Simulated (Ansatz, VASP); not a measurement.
**One calculation of AlN, two programs**

```xyz
2
Lattice="0.0000 2.1840 2.1840 2.1840 0.0000 2.1840 2.1840 2.1840 0.0000" Properties=species:S:1:pos:R:3 pbc="T T T"
Al    0.0884   -0.0884    0.0000
N     3.2760    3.2760    3.2760
```

Change from the starting cell: all Al atoms moved +0.125 Å, as atom 1 along Cartesian [1 -1 0].

Alike in both runs: task single point; functional PBE; k mesh 10 × 10 × 10; occupations gaussian, width 0.05 eV; no spin polarisation.

|  | VASP | Ansatz |
| --- | --- | --- |
| version | VASP 6.6.1 | Ansatz 0.2.0 |
| potentials or method | VASP PAW PBE potentials, release 64 (Al, N), cutoff 520 eV | scalar-relativistic, plane waves, PAW |
| valence electrons in the cell | 8 | 8 |

|  | VASP | Ansatz | Ansatz less VASP |
| --- | --- | --- | --- |
| gap on the k mesh at the Fermi level (eV) | 2.99 | 3.00 | +0.009 |
| least direct gap on the mesh (eV) | 3.85 | 3.84 | -0.009 |
| pressure (GPa) | 6.6 | 6.8 | +0.24 |
| traceless stress, the component that is largest in VASP (GPa) | 6.62 | 6.58 | -0.041 |
| rms of the force components (eV/Å) | 1.125 | 1.120 | -0.0048 |

Atom by atom the forces differ by 0.005 eV/Å (rms over components).
